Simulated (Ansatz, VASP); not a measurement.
## Ti in VASP and in Ansatz

```xyz
1
Lattice="-1.6452 1.6452 1.6854 1.6452 -1.6452 1.6854 1.6452 1.6452 -1.6854" Properties=species:S:1:pos:R:3 pbc="T T T"
Ti    0.0000    0.0000    0.0000
```

Change from the starting cell: strain +0.025 along x and y, +0.050 along z, atoms carried along.

Alike in both runs: task single point; functional PBEsol; k mesh 26 × 26 × 26; occupations gaussian, width 0.15 eV; no spin polarisation.

|  | VASP | Ansatz |
| --- | --- | --- |
| version | VASP 6.6.1 | Ansatz 0.2.0 |
| potentials or method | VASP PAW PBE potentials, release 64 (Ti_sv), cutoff 520 eV | scalar-relativistic, plane waves, PAW |
| valence electrons in the cell | 12 | 12 |

|  | VASP | Ansatz | Ansatz less VASP |
| --- | --- | --- | --- |
| gap on the k mesh at the Fermi level (eV) | none | none | - |
| pressure (GPa) | -9.5 | -9.3 | +0.14 |
| traceless stress, the component that is largest in VASP (GPa) | 0.38 | 0.39 | +0.003 |

VASP's potentials were made for PBE, not for PBEsol. A gap of «none» marks a metal or a gap that the smearing closes.
